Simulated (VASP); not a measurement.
Input of a VASP 6.6.1 run:

The input POSCAR:

```
NaCl
1.0
    0.0000000000      2.6052100000      3.0582900000
    2.6052100000      0.0000000000      3.0582900000
    2.6052100000      2.6052100000      0.0000000000
Na Cl
1 1
Direct
    0.0000000000      0.0000000000      0.0000000000
    0.5000000000      0.5000000000      0.5000000000
```

The input INCAR.step1:

```
SYSTEM = NaCl
ALGO = Normal
EDIFF = 1E-4
ENCUT = 520
GGA = PE
ISMEAR = 0
LASPH = .True.
LCHARG = .False.
LREAL = .False.
LWAVE = .True.
NBANDS = 14
NELM = 60
PREC = Accurate
SIGMA = 0.05
```

INCAR.step2

```
SYSTEM = NaCl
ALGO = Normal
EDIFF = 1E-7
ENCUT = 520
ISIF = 2
ISMEAR = 0
ISTART = 1
LASPH = .True.
LCHARG = .False.
LMIXTAU = .True.
LREAL = .False.
LWAVE = .False.
METAGGA = R2SCAN
NBANDS = 14
NELM = 60
PREC = Accurate
SIGMA = 0.05
```

Contents of KPOINTS:

```
k-points
0
Gamma
  8 8 8
  0 0 0
```

Potentials or basis: VASP PAW PBE potentials, release 64 (Na_pv, Cl).

The run is started by

```sh
$ cat potpaw_PBE.64/Na_pv/POTCAR potpaw_PBE.64/Cl/POTCAR > POTCAR
$ cp INCAR.step1 INCAR
$ mpirun -np 1 vasp_std > vasp.out
$ cp INCAR.step2 INCAR
$ mpirun -np 1 vasp_std > vasp.out
```

Task: What does it give for the band gap on the k mesh?

Result: 6.21 eV, direct.

Task: What does it give for the pressure?

Result: 3.7 GPa.

Stress tensor (GPa, compression positive):
```
 6.60  0.00  0.00
 0.00  6.60  0.00
 0.00  0.00 -2.14
```

Caveat: the cell differs from its parent crystal (strain -0.080 along x and y, +0.080 along z); the PAW data sets were made with another functional, which shifts forces and pressure a little.
